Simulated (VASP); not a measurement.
Here is a VASP 6.6.1 calculation.

Contents of POSCAR:

```
PbS
1.0
    0.0000000000      2.9679283527      2.9679283527
    2.9679283527      0.0000000000      2.9679283527
    2.9679283527      2.9679283527      0.0000000000
Pb S
1 1
Direct
    0.0000000000      0.0000000000      0.0000000000
    0.5000000000      0.5000000000      0.5000000000
```

Contents of INCAR.step1:

```
ALGO = Normal
EDIFF = 1E-7
ENCUT = 520
GGA = PE
ISIF = 2
ISMEAR = 0
IVDW = 12
LASPH = True
LCHARG = True
LREAL = False
LWAVE = False
NBANDS = 17
NELM = 60
PREC = Accurate
SIGMA = 0.02
```

File KPOINTS.step1:

```
k-points
0
Gamma
  10 10 10
```

INCAR.step2

```
ALGO = Normal
EDIFF = 1E-7
ENCUT = 520
GGA = PE
ICHARG = 11
ISIF = 2
ISMEAR = -5
IVDW = 12
LASPH = True
LCHARG = False
LORBIT = 10
LREAL = False
LWAVE = False
NBANDS = 17
NEDOS = 2001
NELM = 60
PREC = Accurate
SIGMA = 0.02
```

The input KPOINTS.step2:

```
k-points
0
Gamma
  15 15 15
```

Potentials or basis: VASP PAW PBE potentials, release 64 (Pb_d, S).

Launch:

```bash
$ cat potpaw_PBE.64/Pb_d/POTCAR potpaw_PBE.64/S/POTCAR > POTCAR
$ cp INCAR.step1 INCAR
$ cp KPOINTS.step1 KPOINTS
$ mpirun -np 1 vasp_std > vasp.out
$ cp INCAR.step2 INCAR
$ cp KPOINTS.step2 KPOINTS
$ mpirun -np 1 vasp_std > vasp.out
```

Task: Estimate the dispersion energy per atom.

Result: -0.346 eV.
